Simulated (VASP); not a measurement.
# Co (P6_3/mmc) in VASP: single point with r2SCAN

Aim: the single point of Co with r2SCAN.

Everything below comes from runs of VASP 6.6.1. Logs are shortened: lines on timing, memory, paths and dates and some standing lists are left out, and cuts for length are marked.

## Step 1: The cell of the first run

Symmetry: P6_3/mmc, No. 194, hexagonal system. The conventional cell has a = 2.473 Å, b = 2.473 Å, c = 4.015 Å, α = 90.00°, β = 90.00°, γ = 120.00°. Within 3.3 Å of Co (site symmetry -6m2) lie 12 Co at 2.46 to 2.47 Å.

## Step 2: Single point, r2SCAN, collinear spin, ferromagnetic start

Input file POSCAR:

```
Co
1.0
    2.4734528759      0.0000000000      0.0000000000
   -1.2367264380      2.1420730256      0.0000000000
    0.0000000000      0.0000000000      4.0147985402
Co
2
Direct
    0.3333333333      0.6666666667      0.2500000000
    0.6666666667      0.3333333333      0.7500000000
```

Input file INCAR.step1:

```
ALGO = Normal
EDIFF = 1E-4
ENCUT = 520
GGA = PE
ISMEAR = -1
ISPIN = 2
LASPH = True
LCHARG = False
LMAXMIX = 4
LREAL = False
LWAVE = True
MAGMOM = 2.5 2.5
NBANDS = 20
NELM = 150
PREC = Accurate
SIGMA = 0.05
```

Input file INCAR.step2:

```
ALGO = Normal
EDIFF = 1E-6
ENCUT = 520
ISIF = 2
ISMEAR = -1
ISPIN = 2
ISTART = 1
LASPH = True
LCHARG = True
LELF = True
LMAXMIX = 4
LMIXTAU = True
LORBIT = 11
LREAL = False
LVHAR = True
LWAVE = False
MAGMOM = 2.5 2.5
METAGGA = R2SCAN
NBANDS = 20
NELM = 150
PREC = Accurate
SIGMA = 0.05
```

Input file KPOINTS:

```
k-points
0
Gamma
  9 9 5
```

Potentials or basis: VASP PAW PBE potentials, release 64 (Co).

Launch:

```bash
cat potpaw_PBE.64/Co/POTCAR > POTCAR
cp INCAR.step1 INCAR
mpirun -np 1 vasp_std > vasp.out
cp INCAR.step2 INCAR
mpirun -np 1 vasp_std > vasp.out
```

OUTCAR:

```text
EDIFF = 1E-6
   ENCUT = 520
   ISIF = 2
   ISMEAR = -1
   ISPIN = 2
   ISTART = 1
   LASPH = True
   LORBIT = 11
   LREAL = False
   METAGGA = R2SCAN
   NELM = 150
   PREC = Accurate

 ion  position               nearest neighbor table
   1  0.333  0.667  0.250-   2 2.46   2 2.46   2 2.46   2 2.46   2 2.46   2 2.46
   2  0.667  0.333  0.750-   1 2.46   1 2.46   1 2.46   1 2.46   1 2.46   1 2.46

  LATTYP: Found a hexagonal cell.
 ALAT       =     2.4734528759
 C/A-ratio  =     1.6231554599

  Lattice vectors:

 A1 = (   2.4734528759,   0.0000000000,   0.0000000000)
 A2 = (  -1.2367264380,   2.1420730256,   0.0000000000)
 A3 = (   0.0000000000,   0.0000000000,   4.0147985402)

Analysis of symmetry for initial positions (statically):
=====================================================================
 Subroutine PRICEL returns:
 Original cell was already a primitive cell.

 Routine SETGRP: Setting up the symmetry group for a
 hexagonal supercell.

 Subroutine GETGRP returns: Found 24 space group operations
 (whereof 12 operations were pure point group operations)
 out of a pool of 24 trial point group operations.

The static configuration has the point symmetry D_3d.
 The point group associated with its full space group is D_6h.

Analysis of symmetry for dynamics (positions and initial velocities):
=====================================================================
 Subroutine PRICEL returns:
 Original cell was already a primitive cell.

 Routine SETGRP: Setting up the symmetry group for a
 hexagonal supercell.

 Subroutine GETGRP returns: Found 24 space group operations
 (whereof 12 operations were pure point group operations)
 out of a pool of 24 trial point group operations.

The dynamic configuration has the point symmetry D_3d.
 The point group associated with its full space group is D_6h.

Analysis of structural, dynamic, and magnetic symmetry:
=====================================================================
 Subroutine PRICEL returns:
 Original cell was already a primitive cell.

 Routine SETGRP: Setting up the symmetry group for a
 hexagonal supercell.

 Subroutine GETGRP returns: Found 24 space group operations
 (whereof 12 operations were pure point group operations)
 out of a pool of 24 trial point group operations.

The overall configuration has the point symmetry D_3d.
 The point group associated with its full space group is D_6h.

 Subroutine INISYM returns: Found 24 space group operations
 (whereof 12 operations are pure point group operations),
 and found     1 'primitive' translations

----------------------------------------------------------------------------------------

                                     Primitive cell

  volume of cell :      21.2717

  direct lattice vectors                    reciprocal lattice vectors
     2.473452876  0.000000000  0.000000000     0.404293128  0.233418746  0.000000000
    -1.236726438  2.142073026  0.000000000     0.000000000  0.466837492  0.000000000
     0.000000000  0.000000000  4.014798540     0.000000000  0.000000000  0.249078500

  length of vectors
     2.473452876  2.473452876  4.014798540     0.466837492  0.466837492  0.249078500

  position of ions in fractional coordinates (direct lattice)
     0.333333333  0.666666667  0.250000000
     0.666666667  0.333333333  0.750000000

  ion indices of the primitive-cell ions
   primitive index   ion index
                 1           1
                 2           2

----------------------------------------------------------------------------------------

 KPOINTS: k-points

Automatic generation of k-mesh.
 Grid dimensions read from file:
 generate k-points for:    9    9    5

 Generating k-lattice:

  Cartesian coordinates                     Fractional coordinates (reciprocal lattice)
     0.044921459  0.025935416  0.000000000     0.111111111 -0.000000000  0.000000000
     0.000000000  0.051870832  0.000000000     0.000000000  0.111111111  0.000000000
     0.000000000  0.000000000  0.049815700     0.000000000  0.000000000  0.200000000

  Length of vectors
     0.051870832  0.051870832  0.049815700

  Shift w.r.t. Gamma in fractional coordinates (k-lattice)
     0.000000000  0.000000000  0.000000000

 Subroutine IBZKPT returns following result:
 ===========================================

 Found     36 irreducible k-points:

 Following reciprocal coordinates:
            Coordinates               Weight
  0.000000  0.000000  0.000000      1.000000
  0.111111  0.000000  0.000000      6.000000
  0.222222 -0.000000  0.000000      6.000000
  0.333333  0.000000  0.000000      6.000000
  0.444444 -0.000000  0.000000      6.000000
  0.111111  0.111111  0.000000      6.000000
[... 16 lines left out ...]
  0.333333  0.222222  0.200000     24.000000
  0.333333  0.333333  0.200000      4.000000
 [... further k-points ...]
   k-points           NKPTS =     36   k-points in BZ     NKDIM =     36   number of bands    NBANDS=     20
   number of dos      NEDOS =    301   number of ions     NIONS =      2
   total plane-waves  NPLWV =   9720
   dimension x,y,z NGX =    18 NGY =   18 NGZ =   30
   dimension x,y,z NGXF=    36 NGYF=   36 NGZF=   60
   ions per type =               2
   NGX,Y,Z   is equivalent  to a cutoff of  12.10, 12.10, 12.42 a.u.
   NGXF,Y,Z  is equivalent  to a cutoff of  24.20, 24.20, 24.84 a.u.
 SYSTEM =  unknown system
   PREC   = accura    normal or accurate (medium, high low for compatibility)
   ISTART =      1    job   : 0-new  1-cont  2-samecut
   ICHARG =      0    charge: 1-file 2-atom 10-const
   ISPIN  =      2    spin polarized calculation?
   LNONCOLLINEAR =      F non collinear calculations
   LSORBIT =      F    spin-orbit coupling
   LASPH  =      T    aspherical Exc in radial PAW
   ENCUT  =  520.0 eV  38.22 Ry    6.18 a.u.   4.60  4.60  7.46*2*pi/ulx,y,z
   NELM   =    150;   NELMIN=  2; NELMDL=  0     # of ELM steps
   EDIFF  = 0.1E-05   stopping-criterion for ELM
   LREAL  =      F    real-space projection
   EDIFFG = 0.1E-04   stopping-criterion for IOM
   NSW    =      0    number of steps for IOM
   IBRION =     -1    ionic relax: 0-MD 1-quasi-New 2-CG
   NFREE  =      0    steps in history (QN), initial steepest desc. (CG)
   ISIF   =      2    stress and relaxation
   ISYM   =      2    0-nonsym 1-usesym 2-fastsym
   POTIM  = 0.5000    time-step for ionic-motion
   TEBEG  =    0.0;   TEEND  =   0.0 temperature during run
   PSTRESS=    0.0 pullay stress
   NELECT =      18.0000    total number of electrons
   NUPDOWN=      -1.0000    fix difference up-down
   EMIN   =  10.00;   EMAX   =-10.00  energy-range for DOS
   EFERMI =   0.00;   METHOD = LEGACY
   ISMEAR =    -1;   SIGMA  =   0.05  broadening in eV -4-tet -1-fermi 0-gaus
   EFERMI_NEDOS =   21; number of points for ismear=-14 and -15
   IALGO  =     38    algorithm
   IMIX   =      4    mixing-type and parameters
     AMIX     =   0.40;   BMIX     =  1.00
     AMIX_MAG =   1.60;   BMIX_MAG =  1.00
  volume/ion in A,a.u.               =      10.64        71.77
  Fermi-wavevector in a.u.,A,eV,Ry     =   1.548454  2.926155 32.622842  2.397711
  Thomas-Fermi vector in A             =   2.653402
   LORBIT       =     11    0 simple, 1 ext, 2 COOP (PROOUT), +10 PAW based schemes
   METAGGA = R2SCAN    functional components
   LHFCALC =     F    Hartree Fock is set to
   AEXX    =    0.0000 exact exchange contribution
   IVDW    =     0    specifies the selected vdW correction
   LEPSILON=     F    determine dielectric tensor
   LRPA    =     F    only Hartree local field effects (RPA)
 spin polarized calculation
  energy-cutoff  :      520.00
  volume of cell :       21.27
 maximum number of plane-waves:       583
   NGX =  9   NGY =  9   NGZ = 15

 number of electron      17.9999989 magnetization       3.4954280

 Free energy of the ion-electron system (eV)
  ---------------------------------------------------
  ext. energy  EPLUGINS =         0.00000000
  ---------------------------------------------------
  free energy    TOTEN  =       -26.40544869 eV

  energy without entropy =      -26.39503209  energy(sigma->0) =      -26.40024039

 E-fermi :  10.6450     XC(G=0): -14.8118

 val. band max:       10.6380279822   @ k =   0.4444   0.1111   0.4000
 cond. band min:      10.6685147518   @ k =   0.2222  -0.0000   0.2000
 fundamental gap:      0.0304867696
 Fermi energy:        10.6450053486

 spin component 1

 k-point     1 :       0.0000    0.0000    0.0000
  band No.  band energies     occupation
      1       1.1387      1.00000
      2       4.7489      1.00000
      3       7.1919      1.00000
      4       7.2371      1.00000
      5       7.2373      1.00000
      6       7.5462      1.00000
[... 12 lines left out ...]
     19      37.5403      0.00000
     20      37.5405      0.00000
[... 507 lines left out ...]
 k-point    24 :       0.3333    0.3333    0.2000
  band No.  band energies     occupation
      1       5.6385      1.00000
      2       5.9877      1.00000
      3       5.9877      1.00000
      4       6.2964      1.00000
      5       6.9670      1.00000
      6       6.9670      1.00000
[... 12 lines left out ...]
     19      29.7508      0.00000
     20      41.9615      0.00000

 [... further k-points ...]

 spin component 2

 k-point     1 :       0.0000    0.0000    0.0000
  band No.  band energies     occupation
      1       0.5647      1.00000
      2       5.9381      1.00000
      3       9.6315      1.00000
      4       9.7132      1.00000
      5       9.7132      1.00000
      6       9.7951      1.00000
[... 12 lines left out ...]
     19      38.2477      0.00000
     20      38.2477      0.00000
[... 507 lines left out ...]
 k-point    24 :       0.3333    0.3333    0.2000
  band No.  band energies     occupation
      1       7.5095      1.00000
      2       7.5174      1.00000
      3       7.5174      1.00000
      4       7.6317      1.00000
      5       9.0243      1.00000
      6       9.0243      1.00000
[... 12 lines left out ...]
     19      30.4336      0.00000
     20      43.2413      0.00000

 [... further k-points ...]
[... 5 lines left out ...]
  --------------------------------------------------------------------------------------
  -------------------------------------------------------------------------------------
  Total        0.0336649      0.0336649     -0.1172406     -0.0000000     -0.0000000      0.0000000
  in kB        2.5356348      2.5356348     -8.8305369     -0.0000000     -0.0000000      0.0000000
  external PRESSURE =      -1.2530891 kB  Pullay stress =       0.0000000 kB

 VOLUME and BASIS-vectors are now :
 -----------------------------------------------------------------------------
  energy-cutoff  :      520.00
  volume of cell :       21.27
      direct lattice vectors                 reciprocal lattice vectors
     2.473452876  0.000000000  0.000000000     0.404293128  0.233418746  0.000000000
    -1.236726438  2.142073026  0.000000000     0.000000000  0.466837492  0.000000000
     0.000000000  0.000000000  4.014798540     0.000000000  0.000000000  0.249078500

 POSITION                                       TOTAL-FORCE (eV/Angst)
 -----------------------------------------------------------------------------------
     -0.00000      1.42805      1.00370         0.000000     -0.000000      0.000000
      1.23673      0.71402      3.01110        -0.000000      0.000000      0.000000
 -----------------------------------------------------------------------------------
    total drift:                               -0.000000      0.000000     -0.000000

  FREE ENERGIE OF THE ION-ELECTRON SYSTEM (eV)
  ---------------------------------------------------
  free  energy   TOTEN  =       -26.4054486923 eV

  energy  without entropy=      -26.3950320900  energy(sigma->0) =      -26.40024039

 total charge

# of ion       s       p       d       tot
------------------------------------------
    1        0.519   0.577   7.241   8.336
    2        0.519   0.577   7.241   8.336
--------------------------------------------------
tot          1.037   1.153  14.481  16.671

 magnetization (x)

# of ion       s       p       d       tot
------------------------------------------
    1       -0.013  -0.083   1.903   1.807
    2       -0.013  -0.083   1.903   1.807
--------------------------------------------------
tot         -0.025  -0.166   3.805   3.614
```

Wall time 51 s (1 thread of Intel Xeon 6975P-C (Granite Rapids), shared host); peak memory 0.15 GiB.

What came out:

| Quantity | Value |
| --- | --- |
| Free energy | -26.4054 eV |
| Pressure | -0.1 GPa |
| Net moment | 3.50 μB per cell |
| Site moments | Co +1.81 μB |
| Valence electrons inside the program's atomic spheres | Co 8.34 |

Stress tensor (GPa, compression positive):
```
 0.25  0.00  0.00
 0.00  0.25  0.00
 0.00  0.00 -0.88
```

Caveat: the PAW data sets were made with another functional, which shifts forces and pressure a little.
